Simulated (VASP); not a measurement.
# Fe (Im-3m) in VASP: a series of runs

Fe is run at these levels: LDA; tasks: single point.

All numbers are computed with VASP 6.6.1; they aren't measurements. Logs are shortened: lines on timing, memory, paths and dates and some standing lists are left out, and cuts for length are marked.

**1. The cell of the first run**

The structure is cubic, space group Im-3m (No. 229). Conventional cell: a = 2.882 Å, b = 2.882 Å, c = 2.882 Å, α = 90.00°, β = 90.00°, γ = 90.00°. Within 3.3 Å of Fe (site symmetry m-3m) lie 14 Fe at 2.50 to 2.88 Å.

**2. Single point, LDA, collinear spin, ferromagnetic start**

INCAR

```
PREC = Accurate
ENCUT = 520
EDIFF = 1E-6
ISMEAR = -1
SIGMA = 0.05
LREAL = F
LASPH = T
NELM = 150
ALGO = Normal
ISIF = 2
LWAVE = F
LCHARG = F
ISPIN = 2
MAGMOM = 4
LORBIT = 11
LMAXMIX = 4
GGA = CA
NBANDS = 14
```

KPOINTS

```
Automatic mesh
0
Gamma
  13 13 13
```

POSCAR

```
Fe
1.0
   -1.4410000000      1.4410000000      1.4410000000
    1.4410000000     -1.4410000000      1.4410000000
    1.4410000000      1.4410000000     -1.4410000000
Fe
1
Direct
    0.0000000000      0.0000000000      0.0000000000
```

Potentials or basis: VASP PAW LDA potentials, release 64 (Fe).

Run with:

```bash
> cat potpaw_LDA.64/Fe/POTCAR > POTCAR
> mpirun -np 1 vasp_std > vasp.out
```

OUTCAR:

```text
PREC = Accurate
   ENCUT = 520
   EDIFF = 1E-6
   ISMEAR = -1
   LREAL = F
   LASPH = T
   NELM = 150
   ISIF = 2
   ISPIN = 2
   LORBIT = 11
   GGA = CA

 ion  position               nearest neighbor table
   1  0.000  0.000  0.000-

  LATTYP: Found a body centered cubic cell.
 ALAT       =     2.8820000000

  Lattice vectors:

 A1 = (  -1.4410000000,   1.4410000000,   1.4410000000)
 A2 = (   1.4410000000,  -1.4410000000,   1.4410000000)
 A3 = (   1.4410000000,   1.4410000000,  -1.4410000000)

Analysis of symmetry for initial positions (statically):
=====================================================================
 Subroutine PRICEL returns:
 Original cell was already a primitive cell.

 Routine SETGRP: Setting up the symmetry group for a
 body centered cubic supercell.

 Subroutine GETGRP returns: Found 48 space group operations
 (whereof 48 operations were pure point group operations)
 out of a pool of 48 trial point group operations.

The static configuration has the point symmetry O_h .

Analysis of symmetry for dynamics (positions and initial velocities):
=====================================================================
 Subroutine PRICEL returns:
 Original cell was already a primitive cell.

 Routine SETGRP: Setting up the symmetry group for a
 body centered cubic supercell.

 Subroutine GETGRP returns: Found 48 space group operations
 (whereof 48 operations were pure point group operations)
 out of a pool of 48 trial point group operations.

The dynamic configuration has the point symmetry O_h .

Analysis of structural, dynamic, and magnetic symmetry:
=====================================================================
 Subroutine PRICEL returns:
 Original cell was already a primitive cell.

 Routine SETGRP: Setting up the symmetry group for a
 body centered cubic supercell.

 Subroutine GETGRP returns: Found 48 space group operations
 (whereof 48 operations were pure point group operations)
 out of a pool of 48 trial point group operations.

The overall configuration has the point symmetry O_h .

 Subroutine INISYM returns: Found 48 space group operations
 (whereof 48 operations are pure point group operations),
 and found     1 'primitive' translations

----------------------------------------------------------------------------------------

                                     Primitive cell

  volume of cell :      11.9688

  direct lattice vectors                    reciprocal lattice vectors
    -1.441000000  1.441000000  1.441000000     0.000000000  0.346981263  0.346981263
     1.441000000 -1.441000000  1.441000000     0.346981263  0.000000000  0.346981263
     1.441000000  1.441000000 -1.441000000     0.346981263  0.346981263  0.000000000

  length of vectors
     2.495885214  2.495885214  2.495885214     0.490705608  0.490705608  0.490705608

  position of ions in fractional coordinates (direct lattice)
     0.000000000  0.000000000  0.000000000

  ion indices of the primitive-cell ions
   primitive index   ion index
                 1           1

----------------------------------------------------------------------------------------

 KPOINTS: Automatic mesh

Automatic generation of k-mesh.
 Grid dimensions read from file:
 generate k-points for:   13   13   13

 Generating k-lattice:

  Cartesian coordinates                     Fractional coordinates (reciprocal lattice)
     0.000000000  0.026690866  0.026690866     0.076923077  0.000000000  0.000000000
     0.026690866  0.000000000  0.026690866     0.000000000  0.076923077  0.000000000
     0.026690866  0.026690866  0.000000000     0.000000000  0.000000000  0.076923077

  Length of vectors
     0.037746585  0.037746585  0.037746585

  Shift w.r.t. Gamma in fractional coordinates (k-lattice)
     0.000000000  0.000000000  0.000000000

 Subroutine IBZKPT returns following result:
 ===========================================

 Found     84 irreducible k-points:

 Following reciprocal coordinates:
            Coordinates               Weight
  0.000000  0.000000  0.000000      1.000000
  0.076923  0.000000  0.000000     12.000000
  0.153846  0.000000  0.000000     12.000000
  0.230769  0.000000  0.000000     12.000000
  0.307692  0.000000  0.000000     12.000000
  0.384615  0.000000  0.000000     12.000000
[... 16 lines left out ...]
  0.153846  0.076923  0.076923     24.000000
  0.230769  0.076923  0.076923     24.000000
 [... further k-points ...]
   k-points           NKPTS =     84   k-points in BZ     NKDIM =     84   number of bands    NBANDS=     14
   number of dos      NEDOS =    301   number of ions     NIONS =      1
   total plane-waves  NPLWV =   8000
   dimension x,y,z NGX =    20 NGY =   20 NGZ =   20
   dimension x,y,z NGXF=    40 NGYF=   40 NGZF=   40
   ions per type =               1
   NGX,Y,Z   is equivalent  to a cutoff of  13.32, 13.32, 13.32 a.u.
   NGXF,Y,Z  is equivalent  to a cutoff of  26.64, 26.64, 26.64 a.u.
 SYSTEM =  unknown system
   PREC   = accura    normal or accurate (medium, high low for compatibility)
   ISTART =      0    job   : 0-new  1-cont  2-samecut
   ICHARG =      2    charge: 1-file 2-atom 10-const
   ISPIN  =      2    spin polarized calculation?
   LNONCOLLINEAR =      F non collinear calculations
   LSORBIT =      F    spin-orbit coupling
   LASPH  =      T    aspherical Exc in radial PAW
   ENCUT  =  520.0 eV  38.22 Ry    6.18 a.u.   4.64  4.64  4.64*2*pi/ulx,y,z
   NELM   =    150;   NELMIN=  2; NELMDL= -5     # of ELM steps
   EDIFF  = 0.1E-05   stopping-criterion for ELM
   LREAL  =      F    real-space projection
   EDIFFG = 0.1E-04   stopping-criterion for IOM
   NSW    =      0    number of steps for IOM
   IBRION =     -1    ionic relax: 0-MD 1-quasi-New 2-CG
   NFREE  =      0    steps in history (QN), initial steepest desc. (CG)
   ISIF   =      2    stress and relaxation
   ISYM   =      2    0-nonsym 1-usesym 2-fastsym
   POTIM  = 0.5000    time-step for ionic-motion
   TEBEG  =    0.0;   TEEND  =   0.0 temperature during run
   PSTRESS=    0.0 pullay stress
   NELECT =       8.0000    total number of electrons
   NUPDOWN=      -1.0000    fix difference up-down
   EMIN   =  10.00;   EMAX   =-10.00  energy-range for DOS
   EFERMI =   0.00;   METHOD = LEGACY
   ISMEAR =    -1;   SIGMA  =   0.05  broadening in eV -4-tet -1-fermi 0-gaus
   EFERMI_NEDOS =   21; number of points for ismear=-14 and -15
   IALGO  =     38    algorithm
   IMIX   =      4    mixing-type and parameters
     AMIX     =   0.40;   BMIX     =  1.00
     AMIX_MAG =   1.60;   BMIX_MAG =  1.00
  volume/ion in A,a.u.               =      11.97        80.77
  Fermi-wavevector in a.u.,A,eV,Ry     =   1.431377  2.704911 27.876181  2.048842
  Thomas-Fermi vector in A             =   2.551121
   LORBIT       =     11    0 simple, 1 ext, 2 COOP (PROOUT), +10 PAW based schemes
   GGA     = CA    functional components
   LHFCALC =     F    Hartree Fock is set to
   AEXX    =    0.0000 exact exchange contribution
   IVDW    =     0    specifies the selected vdW correction
   LEPSILON=     F    determine dielectric tensor
   LRPA    =     F    only Hartree local field effects (RPA)
 spin polarized calculation
  energy-cutoff  :      520.00
  volume of cell :       11.97
 maximum number of plane-waves:       335
   NGX =  9   NGY =  9   NGZ =  9

 number of electron       7.9999995 magnetization       2.1547775

 Free energy of the ion-electron system (eV)
  ---------------------------------------------------
  ext. energy  EPLUGINS =         0.00000000
  ---------------------------------------------------
  free energy    TOTEN  =        -9.07816681 eV

  energy without entropy =       -9.06782170  energy(sigma->0) =       -9.07299426

 E-fermi :   5.1339     XC(G=0): -13.1267

 val. band max:        5.1332491098   @ k =  -0.3077   0.3846   0.2308
 cond. band min:       5.1444914625   @ k =  -0.4615   0.4615   0.4615
 fundamental gap:      0.0112423528
 Fermi energy:         5.1339377801

 spin component 1

 k-point     1 :       0.0000    0.0000    0.0000
  band No.  band energies     occupation
      1      -3.0651      1.00000
      2       2.9697      1.00000
      3       2.9697      1.00000
      4       2.9697      1.00000
      5       4.2117      1.00000
      6       4.2117      1.00000
      7      29.5206      0.00000
      8      29.5206      0.00000
      9      29.5206      0.00000
     10      34.3254      0.00000
     11      34.3254      0.00000
     12      36.2164      0.00000
     13      36.2164      0.00000
     14      36.2166      0.00000
[... 375 lines left out ...]
 k-point    24 :       0.2308    0.0769    0.0769
  band No.  band energies     occupation
      1       0.2684      1.00000
      2       2.1955      1.00000
      3       2.5675      1.00000
      4       4.1449      1.00000
      5       4.3071      1.00000
      6       5.2537      0.08353
      7      17.9855      0.00000
      8      22.0130      0.00000
      9      23.5997      0.00000
     10      31.1082      0.00000
     11      34.8103      0.00000
     12      37.1012      0.00000
     13      38.9251      0.00000
     14      42.1425      0.00000

 [... further k-points ...]

 spin component 2

 k-point     1 :       0.0000    0.0000    0.0000
  band No.  band energies     occupation
      1      -2.7160      1.00000
      2       4.7421      0.99960
      3       4.7421      0.99960
      4       4.7421      0.99960
      5       6.4721      0.00000
      6       6.4721      0.00000
      7      29.6425      0.00000
      8      29.6425      0.00000
      9      29.6425      0.00000
     10      34.7602      0.00000
     11      34.7602      0.00000
     12      37.0132      0.00000
     13      37.0138      0.00000
     14      37.0355      0.00000
[... 375 lines left out ...]
 k-point    24 :       0.2308    0.0769    0.0769
  band No.  band energies     occupation
      1       0.8461      1.00000
      2       3.8250      1.00000
      3       4.0607      1.00000
      4       6.3246      0.00000
      5       6.5870      0.00000
      6       7.0847      0.00000
      7      18.8156      0.00000
      8      22.5883      0.00000
      9      24.2964      0.00000
     10      31.4536      0.00000
     11      35.4603      0.00000
     12      37.5313      0.00000
     13      39.3969      0.00000
     14      42.7242      0.00000

 [... further k-points ...]
[... 5 lines left out ...]
  --------------------------------------------------------------------------------------
  -------------------------------------------------------------------------------------
  Total       -1.9815457     -1.9815457     -1.9815457     -0.0000000     -0.0000000      0.0000000
  in kB     -265.2544853   -265.2544853   -265.2544853     -0.0000000     -0.0000000      0.0000000
  external PRESSURE =    -265.2544853 kB  Pullay stress =       0.0000000 kB

 VOLUME and BASIS-vectors are now :
 -----------------------------------------------------------------------------
  energy-cutoff  :      520.00
  volume of cell :       11.97
      direct lattice vectors                 reciprocal lattice vectors
    -1.441000000  1.441000000  1.441000000     0.000000000  0.346981263  0.346981263
     1.441000000 -1.441000000  1.441000000     0.346981263  0.000000000  0.346981263
     1.441000000  1.441000000 -1.441000000     0.346981263  0.346981263  0.000000000

 POSITION                                       TOTAL-FORCE (eV/Angst)
 -----------------------------------------------------------------------------------
      0.00000      0.00000      0.00000         0.000000     -0.000000      0.000000
 -----------------------------------------------------------------------------------
    total drift:                                0.000000     -0.000000      0.000000

  FREE ENERGIE OF THE ION-ELECTRON SYSTEM (eV)
  ---------------------------------------------------
  free  energy   TOTEN  =        -9.0781668127 eV

  energy  without entropy=       -9.0678217002  energy(sigma->0) =       -9.07299426

 total charge

# of ion       s       p       d       tot
------------------------------------------
    1        0.467   0.490   6.221   7.177

 magnetization (x)

# of ion       s       p       d       tot
------------------------------------------
    1       -0.012  -0.039   2.189   2.138
```

It took 11 s on 1 thread of Intel Xeon 6975P-C (Granite Rapids), shared host; peak memory 0.13 GiB.

Results:

```
Free energy                                           : -9.0782 eV
Pressure                                              : -26.5 GPa
Net moment                                            : 2.15 μB per cell
Site moments                                          : Fe +2.14 μB
Valence electrons inside the program's atomic spheres : Fe 7.18
```

Levels at points of the mesh, in eV from the Fermi level:
Spin up:
```
           k point  band 2  band 3  band 4  band 5  band 6  band 7  band 8  band 9
(0.00, 0.00, 0.00)   -2.16   -2.16   -2.16   -0.92   -0.92   24.39   24.39   24.39
```
Spin down:
```tsv
k point	band 1	band 2	band 3	band 4	band 5	band 6	band 7
(0.00, 0.00, 0.00)	-7.85	-0.39	-0.39	-0.39	1.34	1.34	24.51
```

(Part 1 of 2 ends here.)
